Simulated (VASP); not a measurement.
**Ga2O3: single point with PBE**

The system is Ga2O3.

```xyz
10
Lattice="2.6552 1.5330 4.4275 -2.6552 1.5330 4.4275 0.0000 -3.0659 4.4275" Properties=species:S:1:pos:R:3 pbc="T T T"
Ga    0.0000    0.0000    4.7268
Ga    0.0000    0.0000    1.9144
Ga    0.0000    0.0000    8.5557
Ga    0.0000    0.0000   11.3681
O    -1.0452    1.5330    7.7481
O    -0.8050   -1.6717    7.7481
O     1.8502    0.1387    7.7481
O     1.0452   -1.5330    5.5344
O     0.8050    1.6717    5.5344
O    -1.8502   -0.1387    5.5344
```

This cell differs from its parent crystal: strain +0.050 along x and y, -0.025 along z.

```
Program                : VASP 6.6.1
Task                   : single point
Functional             : PBE
Potentials or basis    : VASP PAW PBE potentials, release 64 (Ga_d, O)
Cutoff                 : 520 eV
k mesh                 : 6 × 6 × 6
Occupations            : gaussian, width 0.05 eV
Spin                   : no spin polarisation
Dipole correction      : no
Further INCAR settings : ALGO = Normal; EDIFF = 1e-07; NBANDS = 55
```

```yaml
Pressure: -12.2 GPa
Largest_force: 0.294 eV/Å
Band_gap_on_the_k_mesh: 1.45 eV, indirect (least direct gap 1.54 eV)
```

Forces in eV/Å, atoms in the order of the input:
```
Ga   0.000  0.000  0.294
Ga   0.000  0.000 -0.294
Ga   0.000  0.000 -0.294
Ga   0.000  0.000  0.294
O   -0.043  0.000  0.000
O    0.022 -0.037  0.000
O    0.022  0.037  0.000
O    0.043  0.000  0.000
O   -0.022  0.037  0.000
O   -0.022 -0.037  0.000
```

Stress tensor (GPa, compression positive):
```
-18.17   0.00   0.00
  0.00 -18.17   0.00
  0.00   0.00  -0.30
```

Levels at points of the mesh, in eV from the valence-band top:
| k point | band 41 | band 42 | band 43 | band 44 | band 45 | band 46 | band 47 | band 48 |
| --- | --- | --- | --- | --- | --- | --- | --- | --- |
| (0.00, 0.00, 0.00) | -0.38 | -0.33 | -0.33 | -0.09 | 1.45 | 5.67 | 5.69 | 7.16 |
| (0.50, 0.00, 0.00) | -0.79 | -0.79 | -0.14 | -0.14 | 5.17 | 5.17 | 5.49 | 5.49 |
| (0.50, 0.50, 0.00) | -0.91 | -0.62 | -0.24 | -0.16 | 5.20 | 5.45 | 6.16 | 6.26 |
| (0.50, 0.50, 0.50) | -0.52 | -0.52 | -0.52 | -0.52 | 4.60 | 4.60 | 6.68 | 6.68 |

It took 6.4 min on 1 thread of Intel Xeon 8259CL (shared host), peak memory 0.32 GiB.

Caveat: the cell differs from its parent crystal (strain +0.050 along x and y, -0.025 along z). A k mesh can miss the band edges.
